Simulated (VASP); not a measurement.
# Al4Ni3 in VASP: relaxation of the atoms with PBEsol

Aim: the relaxation of the atoms of Al4Ni3 with PBEsol.

All numbers are computed with VASP 6.6.1; they aren't measurements. Logs are shortened: lines on timing, memory, paths and dates and some standing lists are left out, and cuts for length are marked.

**1. The cell of the first run**

The cell holds a slab with vacuum, 7 atoms: a = 2.862 Å, b = 2.862 Å, c = 23.586 Å, α = 90.00°, β = 90.00°, γ = 90.00°.

**2. Relaxation of the atoms, PBEsol**

INCAR reads:

```
PREC     = Accurate       # precision mode
ENCUT    = 520            # plane-wave cutoff, eV
EDIFF    = 1E-6           # SCF threshold, eV
ISMEAR   = 0              # smearing method
SIGMA    = 0.1            # smearing width, eV
LREAL    = F              # projectors in reciprocal space
LASPH    = T              # aspherical terms in the spheres
NELM     = 80             # most SCF steps
ALGO     = Normal         # electronic algorithm
ISIF     = 2              # what is computed and relaxed
LWAVE    = F              # write WAVECAR
LCHARG   = F              # write CHGCAR
LDIPOL   = T            
IDIPOL   = 3            
DIPOL    = 0.5 0.5 0.500
GGA      = PS             # functional
IBRION   = 2              # ionic algorithm
NSW      = 80             # ionic steps
EDIFFG   = -0.02          # ionic threshold
```

KPOINTS reads:

```
regular mesh
0
Gamma
  12 12 1
```

POSCAR reads:

```
Al4Ni3
1.0
    2.8621655562      0.0000000000      0.0000000000
    0.0000000000      2.8621655562      0.0000000000
    0.0000000000      0.0000000000     23.5864966686
Al Ni
4 3
Direct
    0.0000000000      0.0000000000      0.3179785496
    0.0000000000      0.0000000000      0.4393261832
    0.0000000000      0.0000000000      0.5606738168
    0.0000000000      0.0000000000      0.6820214504
    0.5000000000      0.5000000000      0.3786523664
    0.5000000000      0.5000000000      0.5000000000
    0.5000000000      0.5000000000      0.6213476336
```

Potentials or basis: VASP PAW PBE potentials, release 64 (Al, Ni).

Launch:

```console
cat potpaw_PBE.64/Al/POTCAR potpaw_PBE.64/Ni/POTCAR > POTCAR
mpirun -np 1 vasp_std > vasp.out
```

OUTCAR:

```text
PREC = Accurate
   ENCUT = 520
   EDIFF = 1E-6
   ISMEAR = 0
   LREAL = F
   LASPH = T
   NELM = 80
   ISIF = 2
   GGA = PS
   IBRION = 2
   NSW = 80
   EDIFFG = -0.02

 ion  position               nearest neighbor table
   1  0.000  0.000  0.318-   5 2.48   5 2.48   5 2.48   5 2.48   2 2.86
   2  0.000  0.000  0.439-   6 2.48   6 2.48   6 2.48   6 2.48   5 2.48   5 2.48   5 2.48   5 2.48
                             3 2.86   1 2.86
   3  0.000  0.000  0.561-   6 2.48   6 2.48   6 2.48   6 2.48   7 2.48   7 2.48   7 2.48   7 2.48
                             2 2.86   4 2.86
   4  0.000  0.000  0.682-   7 2.48   7 2.48   7 2.48   7 2.48   3 2.86
   5  0.500  0.500  0.379-   1 2.48   1 2.48   1 2.48   1 2.48   2 2.48   2 2.48   2 2.48   2 2.48
                             6 2.86
   6  0.500  0.500  0.500-   2 2.48   3 2.48   2 2.48   3 2.48   2 2.48   3 2.48   2 2.48   3 2.48
                             5 2.86   7 2.86
   7  0.500  0.500  0.621-   4 2.48   4 2.48   4 2.48   4 2.48   3 2.48   3 2.48   3 2.48   3 2.48
                             6 2.86

  LATTYP: Found a simple tetragonal cell.
 ALAT       =     2.8621655562
 C/A-ratio  =     8.2407869865

  Lattice vectors:

 A1 = (   2.8621655562,   0.0000000000,   0.0000000000)
 A2 = (   0.0000000000,   2.8621655562,   0.0000000000)
 A3 = (   0.0000000000,   0.0000000000,  23.5864966686)

Analysis of symmetry for initial positions (statically):
=====================================================================
 Subroutine PRICEL returns:
 Original cell was already a primitive cell.

 Routine SETGRP: Setting up the symmetry group for a
 simple tetragonal supercell.

 Subroutine GETGRP returns: Found 16 space group operations
 (whereof 16 operations were pure point group operations)
 out of a pool of 16 trial point group operations.

The static configuration has the point symmetry D_4h.

Analysis of symmetry for dynamics (positions and initial velocities):
=====================================================================
 Subroutine PRICEL returns:
 Original cell was already a primitive cell.

 Routine SETGRP: Setting up the symmetry group for a
 simple tetragonal supercell.

 Subroutine GETGRP returns: Found 16 space group operations
 (whereof 16 operations were pure point group operations)
 out of a pool of 16 trial point group operations.

The dynamic configuration has the point symmetry D_4h.

 Subroutine INISYM returns: Found 16 space group operations
[... 146 lines left out ...]

--------------------------------------- Ionic step        1  -------------------------------------------

 number of electron      42.0000015 magnetization

 Free energy of the ion-electron system (eV)
  ---------------------------------------------------
  ext. energy  EPLUGINS =         0.00000000
  ---------------------------------------------------
  free energy    TOTEN  =       -37.27756302 eV

  energy without entropy =      -37.25301817  energy(sigma->0) =      -37.26529059

------------------------ aborting loop because EDIFF is reached ----------------------------------------

  FORCE on cell =-STRESS in cart. coord.  units (eV):
  Direction    XX          YY          ZZ          XY          YZ          ZX
  --------------------------------------------------------------------------------------
  -------------------------------------------------------------------------------------
  Total       -2.0773634     -2.0773634      0.0754190      0.0000000      0.0000000      0.0000000
  in kB      -17.2254320    -17.2254320      0.6253722      0.0000000      0.0000000      0.0000000
  external PRESSURE =     -11.2751639 kB  Pullay stress =       0.0000000 kB
[... 69 lines left out ...]
--------------------------------------- Ionic step        3  -------------------------------------------

 number of electron      42.0000016 magnetization

 dipolmoment           0.000000      0.000000      0.000000 electrons x Angstroem

------------------------ aborting loop because EDIFF is reached ----------------------------------------

  FORCE on cell =-STRESS in cart. coord.  units (eV):
  Direction    XX          YY          ZZ          XY          YZ          ZX
  --------------------------------------------------------------------------------------
  -------------------------------------------------------------------------------------
  Total       -1.5649872     -1.5649872      0.2773338      0.0000000      0.0000000      0.0000000
  in kB      -12.9768242    -12.9768242      2.2996427      0.0000000      0.0000000      0.0000000
  external PRESSURE =      -7.8846686 kB  Pullay stress =       0.0000000 kB
[... 69 lines left out ...]
--------------------------------------- Ionic step        5  -------------------------------------------

 number of electron      42.0000016 magnetization

 dipolmoment           0.000000      0.000000     -0.000000 electrons x Angstroem

 Free energy of the ion-electron system (eV)
  ---------------------------------------------------
  ext. energy  EPLUGINS =         0.00000000
  ---------------------------------------------------
  free energy    TOTEN  =       -37.29506980 eV

  energy without entropy =      -37.26863276  energy(sigma->0) =      -37.28185128

 E-fermi :   2.2451     XC(G=0):  -6.2181

 val. band max:        2.2396520984   @ k =   0.5000   0.4167   0.0000
 cond. band min:       2.2456807808   @ k =   0.5000   0.0000   0.0000
 fundamental gap:      0.0060286824
 Fermi energy:         2.2450786449

 k-point     1 :       0.0000    0.0000    0.0000
  band No.  band energies     occupation
      1      -8.7992      2.00000
      2      -8.0002      2.00000
      3      -6.6219      2.00000
      4      -4.8885      2.00000
      5      -3.0672      2.00000
      6      -1.7685      2.00000
[... 661 lines left out ...]
     24       4.1908      0.00000
     25       4.8339      0.00000

 [... further k-points ...]

------------------------ aborting loop because EDIFF is reached ----------------------------------------

 vacuum level on the upper side and lower side of the slab       (xc-potential included)        -0.214        -0.214

  FORCE on cell =-STRESS in cart. coord.  units (eV):
  Direction    XX          YY          ZZ          XY          YZ          ZX
  --------------------------------------------------------------------------------------
  -------------------------------------------------------------------------------------
  Total       -1.5510440     -1.5510440      0.3099035      0.0000000     -0.0000000     -0.0000000
  in kB      -12.8612077    -12.8612077      2.5697105      0.0000000     -0.0000000     -0.0000000
  external PRESSURE =      -7.7175683 kB  Pullay stress =       0.0000000 kB
[... 22 lines left out ...]
  FREE ENERGIE OF THE ION-ELECTRON SYSTEM (eV)
  ---------------------------------------------------
  free  energy   TOTEN  =       -37.2950698011 eV

  energy  without entropy=      -37.2686327590  energy(sigma->0) =      -37.28185128

 reached required accuracy - stopping structural energy minimisation

 vacuum level on the upper side and lower side of the slab         6.159         6.159
```

OSZICAR:

```text
N       E                     dE             d eps       ncg     rms          rms(c)
DAV:   1     0.250432480670E+03    0.25043E+03   -0.17350E+04  1400   0.153E+03
DAV:   2    -0.268342104760E+02   -0.27727E+03   -0.27278E+03  1496   0.341E+02
DAV:   3    -0.422415038021E+02   -0.15407E+02   -0.15176E+02  1666   0.114E+02
[... 52 lines left out ...]
DAV:   1    -0.372950714001E+02    0.79871E-05   -0.71918E-03  1406   0.521E-01    0.112E-02
DAV:   2    -0.372950753864E+02   -0.39863E-05   -0.83608E-05  2018   0.995E-02    0.198E-02
DAV:   3    -0.372950707276E+02    0.46587E-05   -0.35669E-05  1974   0.863E-02    0.865E-03
DAV:   4    -0.372950707919E+02   -0.64233E-07   -0.13865E-05  1877   0.827E-02    0.974E-03
DAV:   5    -0.372950696817E+02    0.11102E-05   -0.50934E-06  1228   0.556E-02    0.302E-03
DAV:   6    -0.372950698011E+02   -0.11941E-06   -0.15129E-06   985   0.751E-03
   5 F= -.37295070E+02 E0= -.37281851E+02  d E =-.175068E-01
```

It took 5.3 min on 1 thread of Intel Xeon Platinum 8488C (Sapphire Rapids), shared host; peak memory 0.39 GiB.

What came out:

```
Free energy                  : -37.2951 eV
Energy gained by relaxing    : 2.5 meV/atom
Ionic steps                  : 5
Largest force after relaxing : 0.018 eV/Å
Band gap on the k mesh       : zero (bands 21 and 22 overlap by 1.52 eV)
```

Forces in eV/Å, atoms in the order of the input:
```
Al   0.000  0.000 -0.016
Al   0.000  0.000 -0.017
Al   0.000  0.000  0.017
Al   0.000  0.000  0.016
Ni   0.000  0.000 -0.018
Ni   0.000  0.000  0.000
Ni   0.000  0.000  0.018
```

The path:
| step | energy change (eV) | largest force (eV/Å) | pressure (GPa) |
| --- | --- | --- | --- |
| 1 | 0.0000 | 0.2694 | -1.13 |
| 2 | -0.0087 | 0.1944 | -1.04 |
| 3 | -0.0175 | 0.0250 | -0.79 |
| 4 | -0.0175 | 0.0208 | -0.79 |
| 5 | -0.0175 | 0.0177 | -0.77 |

Final structure:
```yaml
crystal:
  lattice:
    - [2.86217, 0.00000, 0.00000]
    - [0.00000, 2.86217, 0.00000]
    - [0.00000, 0.00000, 23.58650]
  atoms:
    - { symbol: Al, position: [0.00000, 0.00000, 0.31920] }
    - { symbol: Al, position: [0.00000, 0.00000, 0.43913] }
    - { symbol: Al, position: [0.00000, 0.00000, 0.56087] }
    - { symbol: Al, position: [0.00000, 0.00000, 0.68080] }
    - { symbol: Ni, position: [0.50000, 0.50000, 0.37681] }
    - { symbol: Ni, position: [0.50000, 0.50000, 0.50000] }
    - { symbol: Ni, position: [0.50000, 0.50000, 0.62319] }
```

Caveat: the PAW data sets were made with another functional, which shifts forces and pressure a little.
